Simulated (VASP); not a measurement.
# TiAl (P-6m2) in VASP: a series of runs

TiAl is run at these levels: PBEsol; tasks: single point.

Program: VASP 6.6.1. These are calculated values, not measurements. Logs are shortened: lines on timing, memory, paths and dates and some standing lists are left out, and cuts for length are marked.

**1. The cell of the first run**

Symmetry: P-6m2, No. 187, hexagonal system. The conventional cell has a = 2.922 Å, b = 2.922 Å, c = 4.739 Å, α = 90.00°, β = 90.00°, γ = 120.00°. Ti (site symmetry -6m2) has 6 Al at 2.91 Å and 6 Ti at 2.92 Å within 3.8 Å. Al (site symmetry -6m2) has 6 Ti at 2.91 Å and 6 Al at 2.92 Å within 3.8 Å.

**2. Single point, PBEsol, collinear spin (17.52 Å³/atom)**

Input file INCAR:

```
SYSTEM = TiAl
ALGO = Fast
EDIFF = 1E-7
ENCUT = 520
GGA = PS
ISIF = 2
ISMEAR = 0
ISPIN = 2
LASPH = .True.
LCHARG = .False.
LMAXMIX = 4
LORBIT = 11
LREAL = .False.
LWAVE = .False.
MAGMOM = 1 0
NBANDS = 18
NELM = 150
NUPDOWN = 1.0
PREC = Accurate
SIGMA = 0.15
```

Input file KPOINTS:

```
k-points
0
Gamma
  21 21 12
  0 0 0
```

Input file POSCAR:

```
TiAl
1.0
    2.9215484151      0.0000000000      0.0000000000
   -1.4607742075      2.5301351459      0.0000000000
    0.0000000000      0.0000000000      4.7392337000
Ti Al
1 1
Direct
    0.0000000000      0.0000000000      0.0000000000
    0.3333333333      0.6666666667      0.5000000000
```

Potentials or basis: VASP PAW PBE potentials, release 64 (Ti_sv, Al).

Run with:

```sh
cat potpaw_PBE.64/Ti_sv/POTCAR potpaw_PBE.64/Al/POTCAR > POTCAR
mpirun -np 1 vasp_std > vasp.out
```

OUTCAR:

```text
SYSTEM = TiAl
   EDIFF = 1E-7
   ENCUT = 520
   GGA = PS
   ISIF = 2
   ISMEAR = 0
   ISPIN = 2
   LASPH = .True.
   LORBIT = 11
   LREAL = .False.
   NELM = 150
   NUPDOWN = 1.0
   PREC = Accurate

 ion  position               nearest neighbor table
   1  0.000  0.000  0.000-   2 2.91   2 2.91   2 2.91   2 2.91   2 2.91   2 2.91
   2  0.333  0.667  0.500-   1 2.91   1 2.91   1 2.91   1 2.91   1 2.91   1 2.91

  LATTYP: Found a hexagonal cell.
 ALAT       =     2.9215484151
 C/A-ratio  =     1.6221650394

  Lattice vectors:

 A1 = (   2.9215484151,   0.0000000000,   0.0000000000)
 A2 = (  -1.4607742075,   2.5301351459,   0.0000000000)
 A3 = (   0.0000000000,   0.0000000000,   4.7392337000)

Analysis of symmetry for initial positions (statically):
=====================================================================
 Subroutine PRICEL returns:
 Original cell was already a primitive cell.

 Routine SETGRP: Setting up the symmetry group for a
 hexagonal supercell.

 Subroutine GETGRP returns: Found 12 space group operations
 (whereof 12 operations were pure point group operations)
 out of a pool of 24 trial point group operations.

The static configuration has the point symmetry D_3h.

Analysis of symmetry for dynamics (positions and initial velocities):
=====================================================================
 Subroutine PRICEL returns:
 Original cell was already a primitive cell.

 Routine SETGRP: Setting up the symmetry group for a
 hexagonal supercell.

 Subroutine GETGRP returns: Found 12 space group operations
 (whereof 12 operations were pure point group operations)
 out of a pool of 24 trial point group operations.

The dynamic configuration has the point symmetry D_3h.

Analysis of structural, dynamic, and magnetic symmetry:
=====================================================================
 Subroutine PRICEL returns:
 Original cell was already a primitive cell.

 Routine SETGRP: Setting up the symmetry group for a
 hexagonal supercell.

 Subroutine GETGRP returns: Found 12 space group operations
 (whereof 12 operations were pure point group operations)
 out of a pool of 24 trial point group operations.

The overall configuration has the point symmetry D_3h.

 Subroutine INISYM returns: Found 12 space group operations
 (whereof 12 operations are pure point group operations),
 and found     1 'primitive' translations

----------------------------------------------------------------------------------------

                                     Primitive cell

  volume of cell :      35.0320

  direct lattice vectors                    reciprocal lattice vectors
     2.921548415  0.000000000  0.000000000     0.342284247  0.197617902  0.000000000
    -1.460774208  2.530135146  0.000000000     0.000000000  0.395235805  0.000000000
     0.000000000  0.000000000  4.739233700     0.000000000  0.000000000  0.211004577

  length of vectors
     2.921548415  2.921548415  4.739233700     0.395235805  0.395235805  0.211004577

  position of ions in fractional coordinates (direct lattice)
     0.000000000  0.000000000  0.000000000
     0.333333333  0.666666667  0.500000000

  ion indices of the primitive-cell ions
   primitive index   ion index
                 1           1
                 2           2

----------------------------------------------------------------------------------------

 KPOINTS: k-points

Automatic generation of k-mesh.
 Grid dimensions read from file:
 generate k-points for:   21   21   12

 Generating k-lattice:

  Cartesian coordinates                     Fractional coordinates (reciprocal lattice)
     0.016299250  0.009410376  0.000000000     0.047619048  0.000000000  0.000000000
     0.000000000  0.018820753  0.000000000     0.000000000  0.047619048  0.000000000
     0.000000000  0.000000000  0.017583715     0.000000000  0.000000000  0.083333333

  Length of vectors
     0.018820753  0.018820753  0.017583715

  Shift w.r.t. Gamma in fractional coordinates (k-lattice)
     0.000000000  0.000000000  0.000000000

 Subroutine IBZKPT returns following result:
 ===========================================

 Found    336 irreducible k-points:

 Following reciprocal coordinates:
            Coordinates               Weight
  0.000000  0.000000  0.000000      1.000000
  0.047619 -0.000000  0.000000      6.000000
  0.095238  0.000000  0.000000      6.000000
  0.142857  0.000000  0.000000      6.000000
  0.190476  0.000000  0.000000      6.000000
  0.238095  0.000000  0.000000      6.000000
[... 16 lines left out ...]
  0.142857  0.095238  0.000000     12.000000
  0.190476  0.095238  0.000000     12.000000
 [... further k-points ...]
   k-points           NKPTS =    336   k-points in BZ     NKDIM =    336   number of bands    NBANDS=     18
   number of dos      NEDOS =    301   number of ions     NIONS =      2
   total plane-waves  NPLWV =  20736
   dimension x,y,z NGX =    24 NGY =   24 NGZ =   36
   dimension x,y,z NGXF=    48 NGYF=   48 NGZF=   72
   ions per type =               1   1
   NGX,Y,Z   is equivalent  to a cutoff of  13.66, 13.66, 12.63 a.u.
   NGXF,Y,Z  is equivalent  to a cutoff of  27.31, 27.31, 25.26 a.u.
 SYSTEM =  TiAl
   PREC   = accura    normal or accurate (medium, high low for compatibility)
   ISTART =      0    job   : 0-new  1-cont  2-samecut
   ICHARG =      2    charge: 1-file 2-atom 10-const
   ISPIN  =      2    spin polarized calculation?
   LNONCOLLINEAR =      F non collinear calculations
   LSORBIT =      F    spin-orbit coupling
   LASPH  =      T    aspherical Exc in radial PAW
   ENCUT  =  520.0 eV  38.22 Ry    6.18 a.u.   5.43  5.43  8.81*2*pi/ulx,y,z
   NELM   =    150;   NELMIN=  2; NELMDL= -5     # of ELM steps
   EDIFF  = 0.1E-06   stopping-criterion for ELM
   LREAL  =      F    real-space projection
   EDIFFG = 0.1E-05   stopping-criterion for IOM
   NSW    =      0    number of steps for IOM
   IBRION =     -1    ionic relax: 0-MD 1-quasi-New 2-CG
   NFREE  =      0    steps in history (QN), initial steepest desc. (CG)
   ISIF   =      2    stress and relaxation
   ISYM   =      2    0-nonsym 1-usesym 2-fastsym
   POTIM  = 0.5000    time-step for ionic-motion
   TEBEG  =    0.0;   TEEND  =   0.0 temperature during run
   PSTRESS=    0.0 pullay stress
   NELECT =      15.0000    total number of electrons
   NUPDOWN=       1.0000    fix difference up-down
   EMIN   =  10.00;   EMAX   =-10.00  energy-range for DOS
   EFERMI =   0.00;   METHOD = LEGACY
   ISMEAR =     0;   SIGMA  =   0.15  broadening in eV -4-tet -1-fermi 0-gaus
   EFERMI_NEDOS =   21; number of points for ismear=-14 and -15
   IALGO  =     68    algorithm
   IMIX   =      4    mixing-type and parameters
     AMIX     =   0.40;   BMIX     =  1.00
     AMIX_MAG =   1.60;   BMIX_MAG =  1.00
  volume/ion in A,a.u.               =      17.52       118.20
  Fermi-wavevector in a.u.,A,eV,Ry     =   1.233910  2.331752 20.715343  1.522535
  Thomas-Fermi vector in A             =   2.368622
   LORBIT       =     11    0 simple, 1 ext, 2 COOP (PROOUT), +10 PAW based schemes
   GGA     = PS    functional components
   LHFCALC =     F    Hartree Fock is set to
   AEXX    =    0.0000 exact exchange contribution
   IVDW    =     0    specifies the selected vdW correction
   LEPSILON=     F    determine dielectric tensor
   LRPA    =     F    only Hartree local field effects (RPA)
 spin polarized calculation
 RMM-DIIS sequential band-by-band and
 Gauss-broadening in eV      SIGMA  =   0.15
  energy-cutoff  :      520.00
  volume of cell :       35.03
 maximum number of plane-waves:       968
 NGX is ok and might be reduce to    24
   NGX = 11   NGY = 11   NGZ = 17

 number of electron      14.9999996 magnetization       0.9999999

 Free energy of the ion-electron system (eV)
  ---------------------------------------------------
  ext. energy  EPLUGINS =         0.00000000
  ---------------------------------------------------
  free energy    TOTEN  =       -12.81868194 eV

  energy without entropy =      -12.80040342  energy(sigma->0) =      -12.80954268

 E-fermi :   7.2473     XC(G=0): -10.8028

 val. band max:        7.6451808978   @ k =   0.1429   0.0476   0.0833
 cond. band min:       7.2479194786   @ k =   0.3333   0.2381   0.3333
 fundamental gap:     -0.3972614192
 Fermi energy:         7.6464002194

 spin component 1

 k-point     1 :       0.0000    0.0000    0.0000
  band No.  band energies     occupation
      1     -49.3287      1.00000
      2     -25.7339      1.00000
      3     -25.3856      1.00000
      4     -25.3856      1.00000
      5      -1.5067      1.00000
      6       4.7207      1.00000
[... 10 lines left out ...]
     17      20.6385      0.00000
     18      23.7520      0.00000
[... 463 lines left out ...]
 k-point    24 :       0.1905    0.0952    0.0000
  band No.  band energies     occupation
      1     -49.2893      1.00000
      2     -25.6945      1.00000
      3     -25.6289      1.00000
      4     -25.4541      1.00000
      5      -0.0184      1.00000
      6       5.5656      1.00000
[... 10 lines left out ...]
     17      21.8286      0.00000
     18      22.7210      0.00000

 [... further k-points ...]

 spin component 2

 k-point     1 :       0.0000    0.0000    0.0000
  band No.  band energies     occupation
      1     -48.7702      1.00000
      2     -25.2350      1.00000
      3     -24.7927      1.00000
      4     -24.7927      1.00000
      5      -1.2861      1.00000
      6       5.4608      1.00000
[... 10 lines left out ...]
     17      21.2255      0.00000
     18      23.9836      0.00000
[... 463 lines left out ...]
 k-point    24 :       0.1905    0.0952    0.0000
  band No.  band energies     occupation
      1     -48.7315      1.00000
      2     -25.1957      1.00000
      3     -25.0311      1.00000
      4     -24.8599      1.00000
      5       0.1962      1.00000
      6       5.8926      1.00000
[... 10 lines left out ...]
     17      22.1087      0.00000
     18      23.1874      0.00000

 [... further k-points ...]

------------------------ aborting loop because EDIFF is reached ----------------------------------------

  FORCE on cell =-STRESS in cart. coord.  units (eV):
  Direction    XX          YY          ZZ          XY          YZ          ZX
  --------------------------------------------------------------------------------------
  -------------------------------------------------------------------------------------
  Total       -1.1374983     -1.1374983     -2.0826889     -0.0000000      0.0000000     -0.0000000
  in kB      -52.0231212    -52.0231212    -95.2511132     -0.0000000      0.0000000     -0.0000000
  external PRESSURE =     -66.4324519 kB  Pullay stress =       0.0000000 kB

 VOLUME and BASIS-vectors are now :
 -----------------------------------------------------------------------------
  energy-cutoff  :      520.00
  volume of cell :       35.03
      direct lattice vectors                 reciprocal lattice vectors
     2.921548415  0.000000000  0.000000000     0.342284247  0.197617902  0.000000000
    -1.460774208  2.530135146  0.000000000     0.000000000  0.395235805  0.000000000
     0.000000000  0.000000000  4.739233700     0.000000000  0.000000000  0.211004577

 POSITION                                       TOTAL-FORCE (eV/Angst)
 -----------------------------------------------------------------------------------
      0.00000      0.00000      0.00000        -0.000000      0.000000      0.000000
     -0.00000      1.68676      2.36962         0.000000      0.000000      0.000000
 -----------------------------------------------------------------------------------
    total drift:                                0.000000     -0.000000      0.000000

  FREE ENERGIE OF THE ION-ELECTRON SYSTEM (eV)
  ---------------------------------------------------
  free  energy   TOTEN  =       -12.8186819439 eV

  energy  without entropy=      -12.8004034178  energy(sigma->0) =      -12.80954268

 total charge

# of ion       s       p       d       tot
------------------------------------------
    1        2.209   6.118   1.883  10.210
    2        0.425   0.358   0.000   0.783
--------------------------------------------------
tot          2.634   6.475   1.883  10.993

 magnetization (x)

# of ion       s       p       d       tot
------------------------------------------
    1        0.009   0.044   0.579   0.632
    2       -0.001   0.012   0.000   0.011
--------------------------------------------------
tot          0.007   0.056   0.579   0.643
```

Wall time 6 min (1 thread of AMD EPYC 9R45 (Zen 5), shared host); peak memory 0.39 GiB.

What came out:

| Property | Result |
| --- | --- |
| Free energy | -12.8187 eV |
| Pressure | -6.6 GPa |
| Net moment | 1.00 μB per cell |
| Site moments | Ti +0.63; Al +0.01 μB |
| Valence electrons inside the program's atomic spheres | Ti 10.21; Al 0.78 |

Stress tensor (GPa, compression positive):
```
-5.20  0.00  0.00
 0.00 -5.20  0.00
 0.00  0.00 -9.53
```

Caveat: the cell stands under tension; the PAW data sets were made with another functional, which shifts forces and pressure a little; the total moment is fixed, so each spin has its own Fermi level and the state may be an excited one.

(Continued in part 2 of 2.)
